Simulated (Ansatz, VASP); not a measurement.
# Al3GaN4: VASP beside Ansatz

```xyz
8
Lattice="4.5980 0.0000 0.0000 0.0000 4.5980 0.0000 0.0000 0.0000 3.8329" Properties=species:S:1:pos:R:3 pbc="T T T"
Al    2.2990    2.2990    0.0000
Al    2.2990    0.0000    1.9164
Al    0.0000    2.2990    1.9164
Ga    0.0000    0.0000    0.0000
N     3.4242    3.4242    0.9785
N     3.4242    1.1738    2.8544
N     1.1738    3.4242    2.8544
N     1.1738    1.1738    0.9785
```

Alike in both runs: task single point; functional PBEsol; k mesh 6 × 6 × 6; occupations gaussian, width 0.05 eV; no spin polarisation.

|  | VASP | Ansatz |
| --- | --- | --- |
| version | VASP 6.6.1 | Ansatz 0.2.0 |
| potentials or method | VASP PAW PBE potentials, release 64 (Al, Ga_d, N), cutoff 520 eV | scalar-relativistic, plane waves, PAW |
| valence electrons in the cell | 42 | 42 |

```csv
,VASP,Ansatz,Ansatz less VASP
gap on the k mesh at the Fermi level (eV),2.63,2.64,+0.009
least direct gap on the mesh (eV),2.63,2.64,+0.009
pressure (GPa),8.8,8.8,+0.04
"traceless stress, the component that is largest in VASP (GPa)",8.07,8.04,-0.029
rms of the force components (eV/Å),0.092,0.091,-0.0011
```

VASP's potentials were made for PBE, not for PBEsol. Atom by atom the forces differ by 0.005 eV/Å (rms over components). The functional is the same, so the differences come from potentials, cutoffs and numerics.
